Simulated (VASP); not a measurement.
# LiH: single point with PBE

The system is LiH.

```xyz
2
Lattice="2.5017 0.0000 0.0000 0.0000 2.5017 0.0000 0.0000 0.0000 2.4301" Properties=species:S:1:pos:R:3 pbc="T T T"
Li    0.0000    0.0000    0.0000
H     1.2508    1.2508    1.2151
```

This cell differs from its parent crystal: uniaxial z strain -2.9%.

```yaml
Program: VASP 6.6.1
Task: single point
Functional: PBE
Potentials_or_basis: VASP PAW PBE potentials, release 64 (Li_sv, H)
Cutoff: 520 eV
k_mesh: 10 × 10 × 10
Occupations: fermi-dirac, width 0.02 eV
Spin: no spin polarisation
Dipole_correction: no
Further_INCAR_settings: ALGO = Normal; EDIFF = 1e-06; NBANDS = 9
```

| Quantity | Value |
| --- | --- |
| Band gap on the k mesh | 0.61 eV (least direct gap 4.13 eV) |

Levels at points of the mesh, in eV from the valence-band top:
```csv
k point,band 1,band 2,band 3,band 4,band 5,band 6,band 7
"(0.00, 0.00, 0.00)",-48.20,-9.04,11.70,11.70,12.79,12.97,14.88
"(0.50, 0.00, 0.00)",-48.14,-6.87,0.61,11.76,16.00,17.17,19.57
"(0.50, 0.50, 0.00)",-48.09,-2.94,1.29,1.29,9.12,20.29,21.84
"(0.00, 0.00, 0.50)",-48.13,-6.61,0.94,11.33,16.37,16.37,19.85
"(0.50, 0.00, 0.50)",-48.08,-2.67,1.47,1.67,9.39,19.57,20.86
"(0.50, 0.50, 0.50)",-48.03,0.00,6.26,6.56,6.56,8.81,8.81
```

Run time: 19 s on 1 thread of Intel Xeon 8259CL (shared host), peak memory 0.12 GiB.

Caveat: the cell differs from its parent crystal (uniaxial z strain -2.9%). A k mesh can miss the band edges.
